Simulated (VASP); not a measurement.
A run of VASP 6.6.1 is set up as follows.

Contents of INCAR:

```
PREC = Accurate ; ENCUT = 600
EDIFF = 1E-6 ; ISMEAR = -1
SIGMA = 0.2 ; LREAL = False
LASPH = True ; NELM = 120
ALGO = Normal ; ISIF = 2
LWAVE = False ; LCHARG = True
GGA = PE ; LELF = True
LVHAR = True ; NBANDS = 11
GGA_COMPAT = False
```

The input KPOINTS:

```
Automatic mesh
0
Gamma
  4 4 4
```

POSCAR

```
MgB2
1.0
    3.0830000000      0.0000000000      0.0000000000
   -1.5415000000      2.6699563199      0.0000000000
    0.0000000000      0.0000000000      3.5210000000
Mg B
1 2
Direct
    0.0000000000      0.0000000000      0.0000000000
    0.3333333333      0.6666666667      0.5000000000
    0.6666666667      0.3333333333      0.5000000000
```

Potentials or basis: VASP PAW PBE potentials, release 64 (Mg, B).

Command:

```bash
$ cat potpaw_PBE.64/Mg/POTCAR potpaw_PBE.64/B/POTCAR > POTCAR
$ mpirun -np 1 vasp_std > vasp.out
```

(1) Predict the band gap on the k mesh.

(2) Predict the pressure.

## Answers

(1) zero (band 4 reaches 5.97 eV, above the bottom of band 5 at 3.99 eV).

(2) -1.4 GPa.

Caveat: the k points lie up to 0.59 Å⁻¹ apart.
